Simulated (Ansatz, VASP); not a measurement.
## Mg2BeSeO2: VASP beside Ansatz

```
Mg Be Se O
1.0
     3.06965    0.00000    0.00000
     0.00000    3.06965    0.00000
     0.00000    0.00000    9.68318
Mg Be Se O
2 1 1 2
Cartesian
  1.5348 0.0000 5.8610
  0.0000 1.5348 3.8222
  1.5348 1.5348 0.0000
  0.0000 3.0697 0.0000
  1.5348 0.0000 3.7658
  0.0000 1.5348 5.9174
```

Change from the starting cell: species swapped into the Nd2FeSi2Ru type (P-4m2, No. 115).

Alike in both runs: task relaxation of cell and atoms; functional PBE; k mesh 6 × 6 × 2; occupations gaussian, width 0.1 eV; collinear spin.

|  | VASP | Ansatz |
| --- | --- | --- |
| version | VASP 6.6.1 | Ansatz 0.2.0 |
| potentials or method | VASP PAW PBE potentials, release 64 (Mg, Be, Se, O), cutoff 600 eV | scalar-relativistic, plane waves, PAW |
| valence electrons in the cell | 24 | 50 |

Ansatz gave:

```
gap on the k mesh at the Fermi level, each at its own relaxed structure (eV) : none
net moment per atom (μB)                                                     : 0.00
relaxed volume (Å³/atom)                                                     : 15.27
relaxed cell length with the largest relative difference (Å)                 : 9.740
```

Which values does VASP return?

gap on the k mesh at the Fermi level, each at its own relaxed structure (eV): none; net moment per atom (μB): 0.01; relaxed volume (Å³/atom): 15.11; relaxed cell length with the largest relative difference (Å): 9.687.

A gap of «none» marks a metal or a gap that the smearing closes. VASP's potentials hold 24 valence electrons a cell and Ansatz's 50, so a difference there can come from the potentials and not from the codes. Ansatz's warnings: seeded moment not kept.
